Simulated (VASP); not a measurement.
Wanted: the native input for a VASP 6.6.1 run.

| Property | Result |
| --- | --- |
| Task | single point |
| Functional | r2SCAN |
| Potentials or basis | VASP PAW PBE potentials, release 64 (Ti_sv, O) |
| Cutoff | 520 eV |
| k mesh | 6 × 6 × 8 |
| Occupations | gaussian, width 0.01 eV |
| Spin | no spin polarisation |
| Dipole correction | no |
| Further INCAR settings | ALGO = Normal; EDIFF = 1e-07; NBANDS = 33 |

The system is TiO2.

```
Ti O
1.0
     4.45895    0.00000    0.00000
     0.00000    4.45895    0.00000
     0.00000    0.00000    2.86489
Ti O
2 4
Direct
  0.00000 0.00000 0.00000
  0.50000 0.50000 0.50000
  0.30184 0.30184 0.00000
  0.19816 0.80184 0.50000
  0.80184 0.19816 0.50000
  0.69816 0.69816 0.00000
```

This cell differs from its parent crystal: strain -3.0%.

These files were run (other wordings do the same):

POSCAR

```
TiO2
1.0
    4.4589478892      0.0000000000      0.0000000000
    0.0000000000      4.4589478892      0.0000000000
    0.0000000000      0.0000000000      2.8648865286
Ti O
2 4
Direct
    0.0000000000      0.0000000000      0.0000000000
    0.5000000000      0.5000000000      0.5000000000
    0.3018375671      0.3018375671      0.0000000000
    0.1981624329      0.8018375671      0.5000000000
    0.8018375671      0.1981624329      0.5000000000
    0.6981624329      0.6981624329      0.0000000000
```

INCAR.step1

```
  PREC = Accurate
  ENCUT = 520
  ISMEAR = 0
  SIGMA = 0.01
  LREAL = F
  LASPH = T
  NELM = 100
  NBANDS = 33
  GGA = PE
  ALGO = Normal
  EDIFF = 1E-4
  LWAVE = T
  LCHARG = F
```

INCAR.step2

```
  PREC = Accurate
  ENCUT = 520
  EDIFF = 1E-7
  ISMEAR = 0
  SIGMA = 0.01
  LREAL = F
  LASPH = T
  NELM = 100
  ALGO = Normal
  ISIF = 2
  LWAVE = F
  LCHARG = T
  METAGGA = R2SCAN
  LMIXTAU = T
  LELF = T
  LVHAR = T
  NBANDS = 33
  ISTART = 1
```

KPOINTS

```
Automatic mesh
0
Gamma
  6 6 8
```

Potentials or basis: VASP PAW PBE potentials, release 64 (Ti_sv, O).

Command:

```console
$ cat potpaw_PBE.64/Ti_sv/POTCAR potpaw_PBE.64/O/POTCAR > POTCAR
$ cp INCAR.step1 INCAR
$ mpirun -np 1 vasp_std > vasp.out
$ cp INCAR.step2 INCAR
$ mpirun -np 1 vasp_std > vasp.out
```

Results of the run:

```json
{
 "Pressure": "28.5 GPa",
 "Largest force": "0.033 eV/Å",
 "Band gap on the k mesh": "2.36 eV"
}
```

Caveat: the cell differs from its parent crystal (strain -3.0%); the cell stands under pressure; the PAW data sets were made with another functional, which shifts forces and pressure a little.

Run time: 3.4 min on 1 thread of Intel(R) Xeon(R) 6975P-C (Granite Rapids), on a shared host, peak memory 0.22 GiB.
